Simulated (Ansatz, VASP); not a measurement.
## One calculation of Ca, two programs

```xyz
2
Lattice="1.9387 -3.3166 0.0000 1.9387 3.3166 0.0000 0.0000 0.0000 6.5626" Properties=species:S:1:pos:R:3 pbc="T T T"
Ca    1.9387    1.1191    1.6406
Ca    1.9387   -1.1191    4.9219
```

Alike in both runs: functional PBE; k mesh 6 × 6 × 4; occupations gaussian, width 0.1 eV; no spin polarisation.

Ansatz relaxed the structure, and its values are those at the end. VASP's run is a single point on that final structure, the one shown.

|  | VASP | Ansatz |
| --- | --- | --- |
| version | VASP 6.6.1 | Ansatz 0.2.0 |
| potentials or method | VASP PAW PBE potentials, release 64 (Ca_sv), cutoff 520 eV | scalar-relativistic, plane waves, PAW |
| valence electrons in the cell | 20 | 20 |

|  | VASP | Ansatz | Ansatz less VASP |
| --- | --- | --- | --- |
| gap on the k mesh at the Fermi level (eV) | none | none | - |
| pressure (GPa) | 0.0 | 0.0 | -0.01 |

A gap of «none» marks a metal or a gap that the smearing closes.
